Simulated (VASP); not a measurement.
**Pd: density of states with PBE**

Pd:

```
Pd
1.0
     2.78367    0.00000    0.00000
    -1.39183    2.41072    0.00000
     0.00000    0.00000    4.62889
Pd
2
Direct
  0.66667 0.33333 0.75000
  0.33333 0.66667 0.25000
```

* Program: VASP 6.6.1
* Task: density of states
* Functional: PBE
* Potentials or basis: VASP PAW PBE potentials, release 64 (Pd)
* Cutoff: 520 eV
* k mesh: 14 × 14 × 7
* Occupations: fermi-dirac, width 0.05 eV
* Spin: collinear spin, ferromagnetic start
* Starting moments: [0.4, 0.4] μB
* Dipole correction: no
* k mesh for the DOS: 21 × 21 × 11
* Occupations for the DOS: tetrahedron
* Further INCAR settings: ALGO = Normal; EDIFF = 1e-06

- Net moment: 0.76 μB per cell
- Site moments: Pd +0.40 μB
- Valence electrons inside the program's atomic spheres: Pd 9.34

Levels at points of the mesh, in eV from the Fermi level:
Spin up:
```tsv
k point	band 8	band 9	band 10	band 11	band 12	band 13
(0.00, 0.00, 0.00)	-1.70	-1.70	-0.38	-0.38	0.96	6.54
```
Spin down:
```
           k point  band 6  band 7  band 8  band 9  band 10  band 11  band 12  band 13  band 14
(0.00, 0.00, 0.00)   -2.06   -2.06   -1.45   -1.45    -0.11    -0.11     0.96     6.73    17.05
```

Run time: 3 min on 1 thread of Intel(R) Xeon(R) Platinum 8488C (Sapphire Rapids), with other jobs on the host, peak memory 0.31 GiB.
